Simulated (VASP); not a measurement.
Set up this calculation in VASP 6.6.1, as the native input.

- Task: single point
- Functional: HSE06
- Potentials or basis: VASP PAW PBE potentials, release 64 (Re)
- Cutoff: 520 eV
- k mesh: 8 × 8 × 8
- Occupations: methfessel-paxton, width 0.025 eV
- Spin: no spin polarisation
- Dipole correction: no
- Grid for exact exchange (PRECFOCK): Normal
- Further INCAR settings: ALGO = Normal; EDIFF = 1e-06; NBANDS = 10
- Share of exact exchange: 0.25
- Screening parameter: 0.2079 1/Å

Crystal: Re.

```
Re
1.0
     0.00000    1.97500    1.97500
     1.97500    0.00000    1.97500
     1.97500    1.97500    0.00000
Re
1
Direct
  0.00000 0.00000 0.00000
```

This isn't the form of Re at room conditions, which is hcp.

These files were run (other wordings do the same):

POSCAR

```
Re
1.0
    0.0000000000      1.9750000000      1.9750000000
    1.9750000000      0.0000000000      1.9750000000
    1.9750000000      1.9750000000      0.0000000000
Re
1
Direct
    0.0000000000      0.0000000000      0.0000000000
```

INCAR.step1

```
SYSTEM = Re
PREC = Accurate
ENCUT = 520
EDIFF = 1E-5
ISMEAR = 1
SIGMA = 0.025
LREAL = .FALSE.
LASPH = .TRUE.
NELM = 120
ALGO = Normal
ISIF = 2
LWAVE = .TRUE.
LCHARG = .FALSE.
NBANDS = 10
GGA = PE
GGA_COMPAT = .FALSE.
```

INCAR.step2

```
SYSTEM = Re
PREC = Accurate
ENCUT = 520
EDIFF = 1E-6
ISMEAR = 1
SIGMA = 0.025
LREAL = .FALSE.
LASPH = .TRUE.
NELM = 120
ALGO = Normal
ISIF = 2
LWAVE = .FALSE.
LCHARG = .FALSE.
GGA = PE
LHFCALC = .TRUE.
HFSCREEN = 0.2079
PRECFOCK = Normal
NBANDS = 10
ISTART = 1
GGA_COMPAT = .FALSE.
```

KPOINTS

```
regular mesh
0
G
  8 8 8
  0 0 0
```

Potentials or basis: VASP PAW PBE potentials, release 64 (Re).

Command:

```sh
$ cat potpaw_PBE.64/Re/POTCAR > POTCAR
$ cp INCAR.step1 INCAR
$ mpirun -np 1 vasp_std > vasp.out
$ cp INCAR.step2 INCAR
$ mpirun -np 1 vasp_std > vasp.out
```

Results of the run:

```yaml
Pressure: -23.5 GPa
Band_gap_on_the_k_mesh: zero (an odd number of electrons rules out a gap without spin polarisation)
```

Caveat: the cell stands under tension; the PAW data sets were made with another functional, which shifts forces and pressure a little; spin-orbit coupling is left out, which moves the levels of the heavy elements.

It took 28 min on 1 thread of AMD EPYC 7R43 64-Core Processor (Zen 3) (shared host), peak memory 0.22 GiB.
